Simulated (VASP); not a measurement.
# TaBi (WC type) (P-6m2) in VASP: a series of runs

The runs below take TaBi (WC type) through relaxation of cell and atoms, with PBE.

All numbers are computed with VASP 6.6.1; they aren't measurements. Logs are shortened: lines on timing, memory, paths and dates and some standing lists are left out, and cuts for length are marked.

### Step 1. The cell of the first run

The structure is hexagonal, space group P-6m2 (No. 187). The conventional cell has a = 2.793 Å, b = 2.793 Å, c = 3.927 Å, α = 90.00°, β = 90.00°, γ = 120.00°. Ta (site symmetry -6m2) has 6 Bi at 2.54 Å and 6 Ta at 2.79 Å within 3.4 Å. Bi (site symmetry -6m2) has 6 Ta at 2.54 Å and 6 Bi at 2.79 Å within 3.4 Å.

### Step 2. Relaxation of cell and atoms, PBE, target pressure 200 GPa, at which the enthalpy is minimised

INCAR

```
SYSTEM = TaBi
ALGO = Normal ; EDIFF = 1E-6
EDIFFG = -0.005 ; ENCUT = 600
GGA = PE ; IBRION = 2
ISIF = 3 ; ISMEAR = -1
LASPH = .True. ; LCHARG = .False.
LREAL = .False. ; LWAVE = .False.
NELM = 100 ; NSW = 32
PREC = Accurate ; PSTRESS = 2000.0
SIGMA = 0.1
```

KPOINTS

```
k-points
0
Gamma
  14 14 12
  0 0 0
```

POSCAR

```
TaBi
1.0
    2.7934215666      0.0000000000      0.0000000000
   -1.3967107833      2.4191740402      0.0000000000
    0.0000000000      0.0000000000      3.9267667070
Ta Bi
1 1
Direct
    0.0000000000      0.0000000000      0.0000000000
    0.3333333333      0.6666666667      0.5000000000
```

Potentials or basis: VASP PAW PBE potentials, release 64 (Ta_pv, Bi_d).

The run is started by

```
$ cat potpaw_PBE.64/Ta_pv/POTCAR potpaw_PBE.64/Bi_d/POTCAR > POTCAR
$ mpirun -np 1 vasp_std > vasp.out
```

OUTCAR:

```text
SYSTEM = TaBi
   EDIFF = 1E-6
   EDIFFG = -0.005
   ENCUT = 600
   GGA = PE
   IBRION = 2
   ISIF = 3
   ISMEAR = -1
   LASPH = .True.
   LREAL = .False.
   NELM = 100
   NSW = 32
   PREC = Accurate
   PSTRESS = 2000.0

 ion  position               nearest neighbor table
   1  0.000  0.000  0.000-   2 2.54   2 2.54   2 2.54   2 2.54   2 2.54   2 2.54
   2  0.333  0.667  0.500-   1 2.54   1 2.54   1 2.54   1 2.54   1 2.54   1 2.54

  LATTYP: Found a hexagonal cell.
 ALAT       =     2.7934215666
 C/A-ratio  =     1.4057193350

  Lattice vectors:

 A1 = (   2.7934215666,   0.0000000000,   0.0000000000)
 A2 = (  -1.3967107833,   2.4191740402,   0.0000000000)
 A3 = (   0.0000000000,   0.0000000000,   3.9267667070)

Analysis of symmetry for initial positions (statically):
=====================================================================
 Subroutine PRICEL returns:
 Original cell was already a primitive cell.

 Routine SETGRP: Setting up the symmetry group for a
 hexagonal supercell.

 Subroutine GETGRP returns: Found 12 space group operations
 (whereof 12 operations were pure point group operations)
 out of a pool of 24 trial point group operations.

The static configuration has the point symmetry D_3h.

Analysis of symmetry for dynamics (positions and initial velocities):
=====================================================================
 Subroutine PRICEL returns:
 Original cell was already a primitive cell.

 Routine SETGRP: Setting up the symmetry group for a
 hexagonal supercell.

 Subroutine GETGRP returns: Found 12 space group operations
 (whereof 12 operations were pure point group operations)
 out of a pool of 24 trial point group operations.

The dynamic configuration has the point symmetry D_3h.

 Subroutine INISYM returns: Found 12 space group operations
 (whereof 12 operations are pure point group operations),
 and found     1 'primitive' translations

----------------------------------------------------------------------------------------

                                     Primitive cell

  volume of cell :      26.5362

  direct lattice vectors                    reciprocal lattice vectors
     2.793421567  0.000000000  0.000000000     0.357983919  0.206682112  0.000000000
    -1.396710783  2.419174040  0.000000000     0.000000000  0.413364224  0.000000000
     0.000000000  0.000000000  3.926766707     0.000000000  0.000000000  0.254662442

  length of vectors
     2.793421567  2.793421567  3.926766707     0.413364224  0.413364224  0.254662442

  position of ions in fractional coordinates (direct lattice)
     0.000000000  0.000000000  0.000000000
     0.333333333  0.666666667  0.500000000

  ion indices of the primitive-cell ions
   primitive index   ion index
                 1           1
                 2           2

----------------------------------------------------------------------------------------

 KPOINTS: k-points

Automatic generation of k-mesh.
 Grid dimensions read from file:
 generate k-points for:   14   14   12

 Generating k-lattice:

  Cartesian coordinates                     Fractional coordinates (reciprocal lattice)
     0.025570280  0.014763008  0.000000000     0.071428571  0.000000000  0.000000000
     0.000000000  0.029526016  0.000000000     0.000000000  0.071428571  0.000000000
     0.000000000  0.000000000  0.021221870     0.000000000  0.000000000  0.083333333

  Length of vectors
     0.029526016  0.029526016  0.021221870

  Shift w.r.t. Gamma in fractional coordinates (k-lattice)
     0.000000000  0.000000000  0.000000000

 Subroutine IBZKPT returns following result:
 ===========================================

 Found    168 irreducible k-points:

 Following reciprocal coordinates:
            Coordinates               Weight
  0.000000  0.000000  0.000000      1.000000
  0.071429 -0.000000  0.000000      6.000000
  0.142857 -0.000000  0.000000      6.000000
  0.214286  0.000000  0.000000      6.000000
  0.285714  0.000000  0.000000      6.000000
  0.357143  0.000000  0.000000      6.000000
[... 16 lines left out ...]
  0.285714  0.285714  0.000000      6.000000
  0.357143  0.285714  0.000000      6.000000
 [... further k-points ...]
   k-points           NKPTS =    168   k-points in BZ     NKDIM =    168   number of bands    NBANDS=     17
   number of dos      NEDOS =    301   number of ions     NIONS =      2
   total plane-waves  NPLWV =  18432
   dimension x,y,z NGX =    24 NGY =   24 NGZ =   32
   dimension x,y,z NGXF=    48 NGYF=   48 NGZF=   64
   ions per type =               1   1
   NGX,Y,Z   is equivalent  to a cutoff of  14.28, 14.28, 13.55 a.u.
   NGXF,Y,Z  is equivalent  to a cutoff of  28.57, 28.57, 27.10 a.u.
 SYSTEM =  TaBi
   PREC   = accura    normal or accurate (medium, high low for compatibility)
   ISTART =      0    job   : 0-new  1-cont  2-samecut
   ICHARG =      2    charge: 1-file 2-atom 10-const
   ISPIN  =      1    spin polarized calculation?
   LNONCOLLINEAR =      F non collinear calculations
   LSORBIT =      F    spin-orbit coupling
   LASPH  =      T    aspherical Exc in radial PAW
   ENCUT  =  600.0 eV  44.10 Ry    6.64 a.u.   5.58  5.58  7.84*2*pi/ulx,y,z
   NELM   =    100;   NELMIN=  2; NELMDL= -5     # of ELM steps
   EDIFF  = 0.1E-05   stopping-criterion for ELM
   LREAL  =      F    real-space projection
   EDIFFG = -.5E-02   stopping-criterion for IOM
   NSW    =     32    number of steps for IOM
   IBRION =      2    ionic relax: 0-MD 1-quasi-New 2-CG
   NFREE  =      1    steps in history (QN), initial steepest desc. (CG)
   ISIF   =      3    stress and relaxation
   ISYM   =      2    0-nonsym 1-usesym 2-fastsym
   POTIM  = 0.5000    time-step for ionic-motion
   TEBEG  =    0.0;   TEEND  =   0.0 temperature during run
   PSTRESS= 2000.0 pullay stress
   NELECT =      26.0000    total number of electrons
   NUPDOWN=      -1.0000    fix difference up-down
   EMIN   =  10.00;   EMAX   =-10.00  energy-range for DOS
   EFERMI =   0.00;   METHOD = LEGACY
   ISMEAR =    -1;   SIGMA  =   0.10  broadening in eV -4-tet -1-fermi 0-gaus
   EFERMI_NEDOS =   21; number of points for ismear=-14 and -15
   IALGO  =     38    algorithm
   IMIX   =      4    mixing-type and parameters
     AMIX     =   0.40;   BMIX     =  1.00
     AMIX_MAG =   1.60;   BMIX_MAG =  1.00
  volume/ion in A,a.u.               =      13.27        89.54
  Fermi-wavevector in a.u.,A,eV,Ry     =   1.625997  3.072689 35.971980  2.643866
  Thomas-Fermi vector in A             =   2.719028
   LORBIT       =      0    0 simple, 1 ext, 2 COOP (PROOUT), +10 PAW based schemes
   GGA     = PE    functional components
   LHFCALC =     F    Hartree Fock is set to
   AEXX    =    0.0000 exact exchange contribution
   IVDW    =     0    specifies the selected vdW correction
   LEPSILON=     F    determine dielectric tensor
   LRPA    =     F    only Hartree local field effects (RPA)
 conjugate gradient relaxation of ions
 non-spin polarized calculation
  energy-cutoff  :      600.00
  volume of cell :       26.54
 maximum number of plane-waves:       915
 NGX is ok and might be reduce to    24
   NGX = 11   NGY = 11   NGZ = 15

--------------------------------------- Ionic step        1  -------------------------------------------

 number of electron      25.9999999 magnetization

 Free energy of the ion-electron system (eV)
  ---------------------------------------------------
  ext. energy  EPLUGINS =         0.00000000
  ---------------------------------------------------
  free energy    TOTEN  =        -7.22331174 eV

  energy without entropy =       -7.18137631  energy(sigma->0) =       -7.20234402

------------------------ aborting loop because EDIFF is reached ----------------------------------------

  FORCE on cell =-STRESS in cart. coord.  units (eV):
  Direction    XX          YY          ZZ          XY          YZ          ZX
  --------------------------------------------------------------------------------------
  -------------------------------------------------------------------------------------
  Total       33.3325168     33.3325168     33.3950049      0.0000000      0.0000000     -0.0000000
  in kB     2012.5190208   2012.5190208   2016.2918677      0.0000000      0.0000000     -0.0000000
  external PRESSURE =      13.7766364 kB  Pullay stress =    2000.0000000 kB
[... 137 lines left out ...]
  enthalpy is  TOTEN    =        25.9016653946 eV   P V=       33.1790936843

--------------------------------------- Ionic step        5  -------------------------------------------

 number of electron      25.9999999 magnetization

 Free energy of the ion-electron system (eV)
  ---------------------------------------------------
  ext. energy  EPLUGINS =         0.00000000
  ---------------------------------------------------
  free energy    TOTEN  =        -7.27567914 eV

  energy without entropy =       -7.23355689  energy(sigma->0) =       -7.25461801

 E-fermi :  16.5630     XC(G=0): -14.6504

 val. band max:       16.5548570991   @ k =   0.4286   0.1429   0.0000
 cond. band min:      16.5650152752   @ k =   0.4286   0.1429   0.5000
 fundamental gap:      0.0101581761
 Fermi energy:        16.5629584887

 k-point     1 :       0.0000    0.0000    0.0000
  band No.  band energies     occupation
      1     -18.3781      2.00000
      2     -16.9117      2.00000
      3     -16.9117      2.00000
      4      -8.8470      2.00000
      5      -8.5609      2.00000
      6      -8.5609      2.00000
[... 9 lines left out ...]
     16      22.1999      0.00000
     17      25.9226      0.00000
[... 443 lines left out ...]
      1     -18.2393      2.00000
      2     -18.1791      2.00000
      3     -17.9397      2.00000
      4      -8.4879      2.00000
      5      -8.4138      2.00000
      6      -8.0969      2.00000
[... 9 lines left out ...]
     16      22.1549      0.00000
     17      26.4211      0.00000

 [... further k-points ...]
[... 5 lines left out ...]
  --------------------------------------------------------------------------------------
  -------------------------------------------------------------------------------------
  Total       33.1846498     33.1846498     33.1779453      0.0000000      0.0000000     -0.0000000
  in kB     2000.4407794   2000.4407796   2000.0366170      0.0000000      0.0000000     -0.0000000
  external PRESSURE =       0.3060587 kB  Pullay stress =    2000.0000000 kB
[... 17 lines left out ...]
  FREE ENERGIE OF THE ION-ELECTRON SYSTEM (eV)
  ---------------------------------------------------
  free  energy   TOTEN  =        -7.2756791378 eV

  energy  without entropy=       -7.2335568913  energy(sigma->0) =       -7.25461801

  enthalpy is  TOTEN    =        25.9016587447 eV   P V=       33.1773378825

 reached required accuracy - stopping structural energy minimisation
```

Wall time 1.7 min (1 thread of AMD EPYC 9R45 (Zen 5), shared host); peak memory 0.21 GiB.

Results:

- Free energy: -7.2757 eV
- Relaxed volume: 13.29 Å³/atom
- Relaxed cell: a = 2.794 Å, b = 2.794 Å, c = 3.931 Å, α = 90.00°, β = 90.00°, γ = 120.00°
- Space group after relaxing (to 0.1 Å): P-6m2 (No. 187)
- Energy change on relaxing (the run minimises the enthalpy): -26.2 meV/atom
- Ionic steps: 5
- Pressure after relaxing: 200.0 GPa
- Band gap on the k mesh: zero (bands 13 and 14 overlap by 3.12 eV)

The path:
```
step  energy change (eV)  largest force (eV/Å)  pressure (GPa)  volume (Å³)
   1              0.0000                0.0000          201.38        26.54
   2             -0.5348                0.0000          187.89        26.98
   3             -0.0552                0.0000          199.98        26.58
   4             -0.0541                0.0000          200.00        26.58
   5             -0.0524                0.0000          200.03        26.58
```

Final structure:
```xyz
2
Lattice="2.7940 0.0000 0.0000 -1.3970 2.4197 0.0000 0.0000 0.0000 3.9312" Properties=species:S:1:pos:R:3 pbc="T T T"
Ta   -1.3970    2.4197    3.9312
Bi    0.0000    1.6131    1.9656
```

Levels at points of the mesh, in eV from the Fermi level:
```tsv
k point	band 9	band 10	band 11	band 12	band 13	band 14	band 15	band 16	band 17
(0.00, 0.00, 0.00)	-19.28	-5.85	-4.36	-1.14	-1.14	2.12	2.12	5.64	9.36
(0.50, 0.00, 0.00)	-12.18	-10.29	-6.58	-4.45	1.55	2.19	4.96	5.81	6.46
(0.00, 0.00, 0.50)	-16.92	-10.74	-3.66	-0.30	-0.30	1.66	1.66	6.74	9.70
(0.50, 0.00, 0.50)	-12.90	-8.86	-6.52	-2.36	-2.10	0.30	3.26	6.65	8.07
```

Caveat: the cell is relaxed towards a set pressure, so the run minimises the enthalpy, not the energy; spin-orbit coupling is left out, which moves the levels of the heavy elements.

### Step 3. Relaxation of cell and atoms, PBE, target pressure 200 GPa, at which the enthalpy is minimised

This run uses another cell than the first one, of 14.11 Å³/atom.

INCAR

```
SYSTEM = TaBi
  PREC = Accurate
  ENCUT = 600
  EDIFF = 1E-7
  ISMEAR = -1
  SIGMA = 0.1
  LREAL = .FALSE.
  LASPH = .TRUE.
  NELM = 60
  ALGO = Normal
  ISIF = 3
  LWAVE = .FALSE.
  LCHARG = .FALSE.
  GGA = PE
  IBRION = 2
  NSW = 60
  EDIFFG = -0.005
  PSTRESS = 2000.0
```

KPOINTS

```
regular mesh
0
G
  14 14 12
  0 0 0
```

POSCAR

```
TaBi
1.0
    3.2157953604      0.0000000000      0.0000000000
   -1.6078976802      2.7849604755      0.0000000000
    0.0000000000      0.0000000000      3.1514794532
Ta Bi
1 1
Direct
    0.0000000000      0.0000000000      0.0000000000
    0.3333333333      0.6666666667      0.5000000000
```

Potentials or basis: VASP PAW PBE potentials, release 64 (Ta_pv, Bi_d).

The run is started by

```
$ cat potpaw_PBE.64/Ta_pv/POTCAR potpaw_PBE.64/Bi_d/POTCAR > POTCAR
$ mpirun -np 1 vasp_std > vasp.out
```

Wall time 9.7 min (1 thread of AMD EPYC 9R45 (Zen 5), shared host); peak memory 0.23 GiB.

Results (log left out):

```yaml
Free_energy: -7.2750 eV
Relaxed_volume: 13.29 Å³/atom
Relaxed_cell: a = 2.794 Å, b = 2.794 Å, c = 3.931 Å, α = 90.00°, β = 90.00°, γ = 120.00°
Space_group_after_relaxing_to_0.1_Å: P-6m2 (No. 187)
Energy_change_on_relaxing_the_run_minimises_the_enthalpy: +145.1 meV/atom
Ionic_steps: 17
Pressure_after_relaxing: 200.0 GPa
Band_gap_on_the_k_mesh: zero (bands 13 and 14 overlap by 3.12 eV)
```

Stress tensor (GPa, compression positive):
```
200.02   0.00   0.00
  0.00 200.02   0.00
  0.00   0.00 199.94
```

The path:
```tsv
step	energy change (eV)	largest force (eV/Å)	pressure (GPa)	volume (Å³)
1	0.0000	0.0000	188.44	28.22
2	5.2962	0.0000	330.14	23.59
3	2.5448	0.0000	259.04	25.48
4	3.2082	0.0000	276.43	24.95
5	2.6562	0.0000	262.86	25.09
6	2.2453	0.0000	245.62	25.22
7	2.1741	0.0000	246.59	25.23
8	1.2217	0.0000	223.40	25.87
9	0.2087	0.0000	198.70	26.65
10	0.3531	0.0000	202.22	26.53
11	0.3861	0.0000	203.03	26.51
12	0.3689	0.0000	202.50	26.52
13	0.3198	0.0000	200.94	26.56
14	0.2331	0.0000	198.05	26.63
15	0.2946	0.0000	200.11	26.58
16	0.2929	0.0000	200.06	26.58
17	0.2903	0.0000	199.99	26.58
```

Final structure:
```yaml
crystal:
  lattice:
    - [2.79427, 0.00000, 0.00000]
    - [-1.39713, 2.41991, 0.00000]
    - [0.00000, 0.00000, 3.93072]
  atoms:
    - { symbol: Ta, position: [0.00000, 0.00000, 0.00000] }
    - { symbol: Bi, position: [0.33333, 0.66667, 0.50000] }
```

Levels at points of the mesh, in eV from the Fermi level:
```csv
k point,band 11,band 12,band 13,band 14,band 15,band 16
"(0.00, 0.00, 0.00)",-4.35,-1.14,-1.14,2.12,2.12,5.64
"(0.50, 0.00, 0.00)",-6.57,-4.45,1.55,2.19,4.96,5.81
"(0.00, 0.00, 0.50)",-3.66,-0.30,-0.30,1.66,1.66,6.74
"(0.50, 0.00, 0.50)",-6.52,-2.36,-2.10,0.30,3.26,6.65
```

Caveat: the cell is relaxed towards a set pressure, so the run minimises the enthalpy, not the energy; a cell axis changed by over 15 % at a fixed basis, so the end point is rough; spin-orbit coupling is left out, which moves the levels of the heavy elements.
